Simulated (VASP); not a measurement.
Input of a VASP 6.6.1 run:

INCAR

```
PREC     = Accurate       # precision mode
ENCUT    = 520            # plane-wave cutoff, eV
EDIFF    = 1E-7           # SCF threshold, eV
ISMEAR   = 0              # smearing method
SIGMA    = 0.15           # smearing width, eV
LREAL    = F              # projectors in reciprocal space
LASPH    = T              # aspherical terms in the spheres
NELM     = 60             # most SCF steps
ALGO     = Fast           # electronic algorithm
ISIF     = 2              # what is computed and relaxed
LWAVE    = F              # write WAVECAR
LCHARG   = F              # write CHGCAR
NBANDS   = 16             # bands
```

The input KPOINTS:

```
regular mesh
0
Gamma
  14 14 14
```

The input POSCAR:

```
SbPb
1.0
    0.0000000000      3.0723983048      3.3289435633
    3.0723983048      0.0000000000      3.3289435633
    3.0723983048      3.0723983048      0.0000000000
Sb Pb
1 1
Direct
    0.5000000000      0.5000000000      0.5000000000
    0.0000000000      0.0000000000      0.0000000000
```

Potentials or basis: VASP PAW LDA potentials, release 64 (Sb, Pb_d).

The run is started by

```sh
$ cat potpaw_LDA.64/Sb/POTCAR potpaw_LDA.64/Pb_d/POTCAR > POTCAR
$ mpirun -np 1 vasp_std > vasp.out
```

Problem. What does it give for the pressure?

Solution. -1.9 GPa.

Problem. What does it give for the band gap on the k mesh?

Solution. Zero (an odd number of electrons rules out a gap without spin polarisation).

Stress tensor (GPa, compression positive):
```
-0.06  0.00  0.00
 0.00 -0.06  0.00
 0.00  0.00 -5.50
```

Caveat: the stress differs along the axes, from -6 to -0 GPa; spin-orbit coupling is left out, which moves the levels of the heavy elements.
